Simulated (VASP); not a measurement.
Crystal: BeS.

```
Be S
1.0
     0.00000    2.40996    2.45300
     2.40996    0.00000    2.45300
     2.40996    2.40996    0.00000
Be S
1 1
Direct
  0.00000 0.00000 0.00000
  0.25000 0.25000 0.25000
```

This cell differs from its parent crystal: epitaxial xy strain -1.0%.

Base run:

- Program: VASP 6.6.1
- Functional: r2SCAN
- Potentials or basis: VASP PAW PBE potentials, release 64 (Be, S)
- Cutoff: 520 eV
- k mesh: 10 × 10 × 10
- Occupations: gaussian, width 0.01 eV
- Spin: no spin polarisation

Its results: band gap on the k mesh 3.49 eV, indirect (least direct gap 6.22 eV); pressure 1.5 GPa.

Problem. The run is repeated on the same cell with these changes: functional from r2SCAN to PBE; occupations from gaussian, width 0.01 eV to fermi-dirac, width 0.02 eV. What comes out?

Solution. Band gap on the k mesh 3.03 eV, indirect (least direct gap 5.63 eV); pressure 1.6 GPa.

Caveats: the PAW data sets were made with another functional, which shifts forces and pressure a little (some runs).

A k mesh can miss the band edges.
